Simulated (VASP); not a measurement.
# Pd: single point with PBEsol

Crystal: Pd.

```
CELL_PARAMETERS angstrom
0.00000 2.84359 2.84359
2.84359 0.00000 2.84359
2.84359 2.84359 0.00000
ATOMIC_POSITIONS crystal
Pd 0.12500 0.12500 0.12500
Pd 0.87500 0.87500 0.87500
```

This isn't the form of Pd at room conditions, which is fcc.

- Program: VASP 6.6.1
- Task: single point
- Functional: PBEsol
- Potentials or basis: VASP PAW PBE potentials, release 64 (Pd)
- Cutoff: 520 eV
- k mesh: 16 × 16 × 16
- Occupations: fermi-dirac, width 0.05 eV
- Spin: collinear spin
- Starting moments: [-0.459, -0.459] μB
- Dipole correction: no
- Further INCAR settings: ALGO = Normal; EDIFF = 1e-06; NBANDS = 21

| Property | Result |
| --- | --- |
| Pressure | -0.4 GPa |
| Net moment | -0.97 μB per cell |
| Site moments | Pd -0.47 μB |
| Valence electrons inside the program's atomic spheres | Pd 9.36 |

Levels at points of the mesh, in eV from the Fermi level:
Spin up:
| k point | band 8 | band 9 | band 10 | band 11 | band 12 | band 13 |
| --- | --- | --- | --- | --- | --- | --- |
| (0.00, 0.00, 0.00) | -1.31 | -1.31 | -0.02 | -0.02 | 12.00 | 12.00 |
| (0.50, 0.00, 0.00) | -0.97 | -0.23 | -0.21 | -0.21 | 1.43 | 8.74 |
| (0.50, 0.50, 0.00) | -1.84 | -0.01 | -0.01 | 2.02 | 2.02 | 4.81 |
Spin down:
| k point | band 9 | band 10 | band 11 | band 12 | band 13 | band 14 |
| --- | --- | --- | --- | --- | --- | --- |
| (0.00, 0.00, 0.00) | -1.65 | -0.38 | -0.38 | 11.90 | 11.90 | 11.90 |
| (0.50, 0.00, 0.00) | -0.58 | -0.58 | -0.28 | 1.16 | 8.64 | 8.64 |
| (0.50, 0.50, 0.00) | -0.39 | -0.39 | 1.82 | 1.82 | 4.76 | 4.76 |

Wall time 5.3 min on 1 thread of Intel(R) Xeon(R) Platinum 8259CL CPU @ 2.50GHz (Skylake/Cascade Lake), with other jobs on the host, peak memory 0.32 GiB.

Caveat: the PAW data sets were made with another functional, which shifts forces and pressure a little.
